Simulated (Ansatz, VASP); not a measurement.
Two plane-wave programs on AlN

```
CELL_PARAMETERS angstrom
3.16596 0.00000 0.00000
-1.58298 2.74180 0.00000
0.00000 0.00000 5.06736
ATOMIC_POSITIONS crystal
Al 0.32369 0.64738 0.00152
Al 0.67631 0.35262 0.50152
N 0.34194 0.68388 0.38348
N 0.65806 0.31612 0.88348
```

Change from the starting cell: mode 5 frozen in at -0.052 Å, equal normal strain along x, y and z +0.0250.

Alike in both runs: task single point; functional LDA; k mesh 9 × 9 × 6; occupations gaussian, width 0.05 eV; no spin polarisation.

```csv
,VASP,Ansatz
version,VASP 6.6.1,Ansatz 0.2.0
potentials or method,"VASP PAW LDA potentials, release 64 (Al, N), cutoff 520 eV","scalar-relativistic, plane waves, PAW"
valence electrons in the cell,16,16
```

```tsv
	VASP	Ansatz	Ansatz less VASP
gap on the k mesh at the Fermi level (eV)	3.74	3.74	-0.004
least direct gap on the mesh (eV)	3.74	3.74	-0.004
pressure (GPa)	-13.2	-13.6	-0.42
traceless stress, the component that is largest in VASP (GPa)	0.70	0.72	+0.015
rms of the force components (eV/Å)	0.133	0.133	+0.0001
```

LDA's correlation is that of Perdew and Zunger in VASP and of Perdew and Wang (1992) in Ansatz. Atom by atom the forces differ by 0.001 eV/Å (rms over components).
